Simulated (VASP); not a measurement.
# Al9H in VASP: further runs

Runs on Al9H. Level: PBE. Tasks: single point.

Program: VASP 6.6.1. These are calculated values, not measurements. Logs are shortened: lines on timing, memory, paths and dates and some standing lists are left out, and cuts for length are marked.

## 1. The cell of the first run

The cell holds a slab with vacuum, 10 atoms: a = 2.854 Å, b = 9.808 Å, c = 21.790 Å, α = 90.00°, β = 90.00°, γ = 98.37°.

## 2. Single point, PBE

INCAR

```
PREC = Accurate ; ENCUT = 520
EDIFF = 1E-6 ; ISMEAR = 0
SIGMA = 0.1 ; LREAL = False
LASPH = True ; NELM = 80
ALGO = Normal ; ISIF = 2
LWAVE = False ; LCHARG = False
LDIPOL = True ; IDIPOL = 3
DIPOL = 0.5 0.5 0.307 ; GGA = PE
NBANDS = 25
```

KPOINTS

```
Automatic mesh
0
Gamma
  9 3 1
```

POSCAR

```
Al9H
1.0
    2.8543223330      0.0000000000      0.0000000000
   -1.4271611665      9.7033329366      0.0000000000
    0.0000000000      0.0000000000     21.7902708969
Al H
9 1
Direct
    0.5324485604      0.0648971207      0.1835681630
    0.6709687938      0.3419375876      0.2292758741
    0.2986728405      0.5973456810      0.2384174163
    0.9263768872      0.8527537744      0.2475589585
    0.0639738222      0.1277383808      0.2937147080
    0.1995905480      0.4042696935      0.3452583266
    0.8288544886      0.6597110299      0.3524478004
    0.4526361687      0.9111292155      0.3607640453
    0.5925232094      0.1814597089      0.4034034702
    1.0925232094      0.6814597089      0.4121229580
```

Potentials or basis: VASP PAW PBE potentials, release 64 (Al, H).

Run with:

```console
$ cat potpaw_PBE.64/Al/POTCAR potpaw_PBE.64/H/POTCAR > POTCAR
$ mpirun -np 1 vasp_std > vasp.out
```

OUTCAR:

```text
PREC = Accurate
   ENCUT = 520
   EDIFF = 1E-6
   ISMEAR = 0
   LREAL = False
   LASPH = True
   NELM = 80
   ISIF = 2
   GGA = PE

 ion  position               nearest neighbor table
   1  0.532  0.065  0.184-   5 2.86   5 2.86   2 2.87   4 2.87   4 2.87
   2  0.671  0.342  0.229-   1 2.87   3 2.87   3 2.87   5 2.89   5 2.89   6 2.96   6 2.97
   3  0.299  0.597  0.238-   4 2.87   4 2.87   2 2.87   2 2.87   7 2.93   7 2.93   6 2.99
   4  0.926  0.853  0.248-   5 2.85   3 2.87   3 2.87   1 2.87   1 2.87   8 2.90   8 2.91   7 2.96

   5  0.064  0.128  0.294-   9 2.83   9 2.83   4 2.85   1 2.86   1 2.86   2 2.89   2 2.89   6 2.91
                             8 2.93   8 2.93
   6  0.200  0.404  0.345-   7 2.86   7 2.87   9 2.88   9 2.89   5 2.91   2 2.96   2 2.97   3 2.99

   7  0.829  0.660  0.352-  10 1.50   8 2.83   8 2.83   6 2.86   6 2.87   3 2.93   3 2.93   4 2.96

   8  0.453  0.911  0.361-   9 2.78   7 2.83   7 2.83   4 2.90   4 2.91   5 2.93   5 2.93
   9  0.593  0.181  0.403-   8 2.78   5 2.83   5 2.83   6 2.88   6 2.89
  10  0.093  0.681  0.412-   7 1.50

  LATTYP: Found a base centered orthorhombic cell.
 ALAT       =     2.8543223330
 B/A-ratio  =     6.7990449603
 C/A-ratio  =     7.6341311018

  Lattice vectors:

 A1 = (   1.4271611665,  -9.7033329366,   0.0000000000)
 A2 = (   1.4271611665,   9.7033329366,   0.0000000000)
 A3 = (   0.0000000000,   0.0000000000,  21.7902708969)

Analysis of symmetry for initial positions (statically):
=====================================================================
 Subroutine PRICEL returns:
 Original cell was already a primitive cell.

 Routine SETGRP: Setting up the symmetry group for a
 base centered orthorhombic supercell.

 Subroutine GETGRP returns: Found  1 space group operations
 (whereof  1 operations were pure point group operations)
 out of a pool of  8 trial point group operations.

The static configuration has the point symmetry C_1 .

Analysis of symmetry for dynamics (positions and initial velocities):
=====================================================================
 Subroutine PRICEL returns:
 Original cell was already a primitive cell.

 Routine SETGRP: Setting up the symmetry group for a
 base centered orthorhombic supercell.

 Subroutine GETGRP returns: Found  1 space group operations
 (whereof  1 operations were pure point group operations)
 out of a pool of  8 trial point group operations.

The dynamic configuration has the point symmetry C_1 .

 Subroutine INISYM returns: Found  1 space group operations
 (whereof  1 operations are pure point group operations),
 and found     1 'primitive' translations

----------------------------------------------------------------------------------------

                                     Primitive cell

  volume of cell :     603.5129

  direct lattice vectors                    reciprocal lattice vectors
     2.854322333  0.000000000  0.000000000     0.350345856  0.051528686  0.000000000
    -1.427161166  9.703332937  0.000000000     0.000000000  0.103057373  0.000000000
     0.000000000  0.000000000 21.790270897     0.000000000  0.000000000  0.045892041

  length of vectors
     2.854322333  9.807724460 21.790270897     0.354114987  0.103057373  0.045892041

  position of ions in fractional coordinates (direct lattice)
     0.532448560  0.064897121  0.183568163
     0.670968794  0.341937588  0.229275874
     0.298672840  0.597345681  0.238417416
     0.926376887  0.852753774  0.247558959
     0.063973822  0.127738381  0.293714708
     0.199590548  0.404269693  0.345258327
     0.828854489  0.659711030  0.352447800
     0.452636169  0.911129215  0.360764045
     0.592523209  0.181459709  0.403403470
     0.092523209  0.681459709  0.412122958

  ion indices of the primitive-cell ions
   primitive index   ion index
                 1           1
                 2           2
                 3           3
                 4           4
                 5           5
                 6           6
                 7           7
                 8           8
                 9           9
                10          10

----------------------------------------------------------------------------------------

 KPOINTS: Automatic mesh

Automatic generation of k-mesh.
 Grid dimensions read from file:
 generate k-points for:    9    3    1

 Generating k-lattice:

  Cartesian coordinates                     Fractional coordinates (reciprocal lattice)
     0.038927317  0.005725410  0.000000000     0.111111111  0.000000000  0.000000000
     0.000000000  0.034352458  0.000000000     0.000000000  0.333333333  0.000000000
     0.000000000  0.000000000  0.045892041     0.000000000  0.000000000  1.000000000

  Length of vectors
     0.039346110  0.034352458  0.045892041

  Shift w.r.t. Gamma in fractional coordinates (k-lattice)
     0.000000000  0.000000000  0.000000000

 -----------------------------------------------------------------------------
|                                                                             |
|           W    W    AA    RRRRR   N    N  II  N    N   GGGG   !!!           |
|           W    W   A  A   R    R  NN   N  II  NN   N  G    G  !!!           |
|           W    W  A    A  R    R  N N  N  II  N N  N  G       !!!           |
|           W WW W  AAAAAA  RRRRR   N  N N  II  N  N N  G  GGG   !            |
|           WW  WW  A    A  R   R   N   NN  II  N   NN  G    G                |
|           W    W  A    A  R    R  N    N  II  N    N   GGGG   !!!           |
|                                                                             |
|     Your reciprocal lattice and k-lattice belong to different lattice       |
|     classes:                                                                |
|                                                                             |
|        The reciprocal lattice is base centered orthorhombic,                |
|        whereas your k-lattice is simple monoclinic.                         |
|                                                                             |
|     Results are often still useful ...                                      |
|                                                                             |
 -----------------------------------------------------------------------------

 WARNING: IBZKPT: internal override: KBLOWUP is changed to .FALSE.
      ... skipping the blow-up phase ...

 Subroutine IBZKPT returns following result:
 ===========================================

 Found     14 irreducible k-points:

 Following reciprocal coordinates:
            Coordinates               Weight
  0.000000  0.000000  0.000000      1.000000
  0.111111  0.000000  0.000000      2.000000
  0.222222  0.000000  0.000000      2.000000
  0.333333 -0.000000  0.000000      2.000000
  0.444444  0.000000  0.000000      2.000000
  0.000000  0.333333  0.000000      2.000000
  0.111111  0.333333  0.000000      2.000000
  0.222222  0.333333  0.000000      2.000000
  0.333333  0.333333  0.000000      2.000000
  0.444444  0.333333  0.000000      2.000000
 -0.444444  0.333333  0.000000      2.000000
 -0.333333  0.333333  0.000000      2.000000
 -0.222222  0.333333  0.000000      2.000000
 -0.111111  0.333333  0.000000      2.000000
   k-points           NKPTS =     14   k-points in BZ     NKDIM =     14   number of bands    NBANDS=     25
   number of dos      NEDOS =    301   number of ions     NIONS =     10
   total plane-waves  NPLWV = 311040
   dimension x,y,z NGX =    24 NGY =   80 NGZ =  162
   dimension x,y,z NGXF=    48 NGYF=  160 NGZF=  324
   ions per type =               9   1
   NGX,Y,Z   is equivalent  to a cutoff of  13.98, 13.56, 12.36 a.u.
   NGXF,Y,Z  is equivalent  to a cutoff of  27.96, 27.12, 24.72 a.u.
 SYSTEM =  unknown system
   PREC   = accura    normal or accurate (medium, high low for compatibility)
   ISTART =      0    job   : 0-new  1-cont  2-samecut
   ICHARG =      2    charge: 1-file 2-atom 10-const
   ISPIN  =      1    spin polarized calculation?
   LNONCOLLINEAR =      F non collinear calculations
   LSORBIT =      F    spin-orbit coupling
   LASPH  =      T    aspherical Exc in radial PAW
   ENCUT  =  520.0 eV  38.22 Ry    6.18 a.u.   5.31 18.24 40.52*2*pi/ulx,y,z
   NELM   =     80;   NELMIN=  2; NELMDL= -5     # of ELM steps
   EDIFF  = 0.1E-05   stopping-criterion for ELM
   LREAL  =      F    real-space projection
   EDIFFG = 0.1E-04   stopping-criterion for IOM
   NSW    =      0    number of steps for IOM
   IBRION =     -1    ionic relax: 0-MD 1-quasi-New 2-CG
   NFREE  =      0    steps in history (QN), initial steepest desc. (CG)
   ISIF   =      2    stress and relaxation
   ISYM   =      2    0-nonsym 1-usesym 2-fastsym
   POTIM  = 0.5000    time-step for ionic-motion
   TEBEG  =    0.0;   TEEND  =   0.0 temperature during run
   PSTRESS=    0.0 pullay stress
   NELECT =      28.0000    total number of electrons
   NUPDOWN=      -1.0000    fix difference up-down
   EMIN   =  10.00;   EMAX   =-10.00  energy-range for DOS
   EFERMI =   0.00;   METHOD = LEGACY
   ISMEAR =     0;   SIGMA  =   0.10  broadening in eV -4-tet -1-fermi 0-gaus
   EFERMI_NEDOS =   21; number of points for ismear=-14 and -15
   IALGO  =     38    algorithm
   IMIX   =      4    mixing-type and parameters
     AMIX     =   0.40;   BMIX     =  1.00
     AMIX_MAG =   1.60;   BMIX_MAG =  1.00
  volume/ion in A,a.u.               =      60.35       407.27
  Fermi-wavevector in a.u.,A,eV,Ry     =   0.588255  1.111640  4.708207  0.346043
  Thomas-Fermi vector in A             =   1.635447
   LORBIT       =      0    0 simple, 1 ext, 2 COOP (PROOUT), +10 PAW based schemes
   GGA     = PE    functional components
   LHFCALC =     F    Hartree Fock is set to
   AEXX    =    0.0000 exact exchange contribution
   IVDW    =     0    specifies the selected vdW correction
   LEPSILON=     F    determine dielectric tensor
   LRPA    =     F    only Hartree local field effects (RPA)
 non-spin polarized calculation
 Gauss-broadening in eV      SIGMA  =   0.10
  energy-cutoff  :      520.00
  volume of cell :      603.51
 maximum number of plane-waves:     16329
 NGX is ok and might be reduce to    24
   NGX = 11   NGY = 37   NGZ = 81

 dipolmoment           0.000000      0.000000     -0.097072 electrons x Angstroem

 number of electron      28.0000000 magnetization

 dipolmoment           0.000000      0.000000      0.026108 electrons x Angstroem

 Free energy of the ion-electron system (eV)
  ---------------------------------------------------
  ext. energy  EPLUGINS =         0.00000000
  ---------------------------------------------------
  free energy    TOTEN  =       -33.39099790 eV

  energy without entropy =      -33.36748262  energy(sigma->0) =      -33.37924026

 E-fermi :  -1.1392     XC(G=0):  -3.4825

 val. band max:       -1.1523081085   @ k =   0.4444   0.0000   0.0000
 cond. band min:      -1.1096984144   @ k =   0.3333   0.3333   0.0000
 fundamental gap:      0.0426096941
 Fermi energy:        -1.1392115946

 k-point     1 :       0.0000    0.0000    0.0000
  band No.  band energies     occupation
      1     -11.2582      2.00000
      2      -9.9045      2.00000
      3      -9.5327      2.00000
      4      -8.9999      2.00000
      5      -7.8472      2.00000
      6      -7.0410      2.00000
[... 17 lines left out ...]
     24       3.2829      0.00000
     25       3.4313      0.00000
[... 341 lines left out ...]
      3      -8.7975      2.00000
      4      -8.5102      2.00000
      5      -7.9059      2.00000
      6      -6.4825      2.00000
[... 17 lines left out ...]
     24       3.1669      0.00000
     25       3.2376      0.00000

------------------------ aborting loop because EDIFF is reached ----------------------------------------

 vacuum level on the upper side and lower side of the slab       (xc-potential included)        -0.003        -0.157

  FORCE on cell =-STRESS in cart. coord.  units (eV):
  Direction    XX          YY          ZZ          XY          YZ          ZX
  --------------------------------------------------------------------------------------
  -------------------------------------------------------------------------------------
  Total       -5.5099540     -3.9908400      1.9784045      1.4008105     -0.0839872      1.0512825
  in kB      -14.6275629    -10.5946916      5.2521738      3.7188049     -0.2229651      2.7908947
  external PRESSURE =      -6.6566936 kB  Pullay stress =       0.0000000 kB

 VOLUME and BASIS-vectors are now :
 -----------------------------------------------------------------------------
  energy-cutoff  :      520.00
  volume of cell :      603.51
      direct lattice vectors                 reciprocal lattice vectors
     2.854322333  0.000000000  0.000000000     0.350345856  0.051528686  0.000000000
    -1.427161166  9.703332937  0.000000000     0.000000000  0.103057373  0.000000000
     0.000000000  0.000000000 21.790270897     0.000000000  0.000000000  0.045892041

 POSITION                                       TOTAL-FORCE (eV/Angst)
 -----------------------------------------------------------------------------------
      1.42716      0.62972      4.00000         0.001541      0.190039      0.018306
      1.42716      3.31793      4.99598         0.016716     -0.010260     -0.105050
     -0.00000      5.79624      5.19518        -0.035597     -0.052796      0.223152
      1.42716      8.27455      5.39438         0.026824     -0.089753     -0.064677
      0.00030      1.23949      6.40012         0.004571      0.097616      0.007002
     -0.00726      3.92276      7.52327         0.064625     -0.199650     -0.084225
      1.42430      6.40140      7.67993        -0.908509     -0.572827     -1.686112
     -0.00836      8.84099      7.86115        -0.009844      0.430444      0.005085
      1.43228      1.76076      8.79027        -0.005858      0.005663      0.048521
     -0.70846      6.61243      8.98027         0.845532      0.201524      1.637999
 -----------------------------------------------------------------------------------
    total drift:                               -0.000045     -0.000021     -0.000036

  FREE ENERGIE OF THE ION-ELECTRON SYSTEM (eV)
  ---------------------------------------------------
  free  energy   TOTEN  =       -33.3909978965 eV

  energy  without entropy=      -33.3674826202  energy(sigma->0) =      -33.37924026

 vacuum level on the upper side and lower side of the slab         3.137         2.971
```

It took 6.2 min on 1 thread of AMD EPYC 7R13 (Zen 3), shared host; peak memory 0.69 GiB.

Results:

| Property | Result |
| --- | --- |
| Free energy | -33.3910 eV |
| Largest force | 1.999 eV/Å |
| Band gap on the k mesh | zero (bands 14 and 15 overlap by 0.69 eV) |

Forces in eV/Å, atoms in the order of the input:
```
Al   0.002  0.190  0.018
Al   0.017 -0.010 -0.105
Al  -0.036 -0.053  0.223
Al   0.027 -0.090 -0.065
Al   0.005  0.098  0.007
Al   0.065 -0.200 -0.084
Al  -0.909 -0.573 -1.686
Al  -0.010  0.430  0.005
Al  -0.006  0.006  0.049
H    0.846  0.202  1.638
```

## 3. Single point, PBE

INCAR

```
SYSTEM = Al9H
  PREC = Accurate
  ENCUT = 520
  EDIFF = 1E-6
  ISMEAR = 0
  SIGMA = 0.1
  LREAL = .FALSE.
  LASPH = .TRUE.
  NELM = 100
  ALGO = Normal
  ISIF = 2
  LWAVE = .FALSE.
  LCHARG = .FALSE.
  LDIPOL = .TRUE.
  IDIPOL = 3
  DIPOL = 0.5 0.5 0.311
  GGA = PE
  NBANDS = 25
```

KPOINTS

```
Automatic mesh
0
G
  9 3 1
  0 0 0
```

POSCAR: that of step 2 with these lines changed.

```diff
@@ -17,2 +17,2 @@
     0.5925232094      0.1814597089      0.4034034702
-    1.0925232094      0.6814597089      0.4121229580
+    1.0925232094      0.6814597089      0.4575560783
```

Potentials or basis: VASP PAW PBE potentials, release 64 (Al, H).

Run with:

```console
$ cat potpaw_PBE.64/Al/POTCAR potpaw_PBE.64/H/POTCAR > POTCAR
$ mpirun -np 1 vasp_std > vasp.out
```

Run time: 6.1 min. Hardware: 1 thread of AMD EPYC 7R13 (Zen 3), shared host; peak memory 0.7 GiB.

Results (log left out):

```yaml
Free_energy: -32.3728 eV
Largest_force: 1.610 eV/Å
Band_gap_on_the_k_mesh: zero (bands 14 and 15 overlap by 0.61 eV)
```

Forces on the atoms (eV/Å):
```
Al   0.021  0.173 -0.065
Al   0.007  0.117 -0.067
Al  -0.008 -0.144 -0.001
Al  -0.001 -0.042 -0.156
Al  -0.010  0.021 -0.002
Al   0.030 -0.021 -0.026
Al   0.325 -0.063  1.576
Al  -0.027  0.024  0.156
Al  -0.007  0.016  0.084
H   -0.332 -0.081 -1.499
```

Levels at points of the mesh, in eV from the Fermi level:
| k point | band 10 | band 11 | band 12 | band 13 | band 14 | band 15 | band 16 | band 17 | band 18 | band 19 |
| --- | --- | --- | --- | --- | --- | --- | --- | --- | --- | --- |
| (0.00, 0.00, 0.00) | -2.60 | -2.21 | -1.58 | -1.38 | -1.01 | -0.23 | 1.07 | 2.03 | 2.64 | 2.66 |

(Continued in part 2 of 2.)

The gap in the log of VASP goes by the Fermi energy; the results here count the filled bands.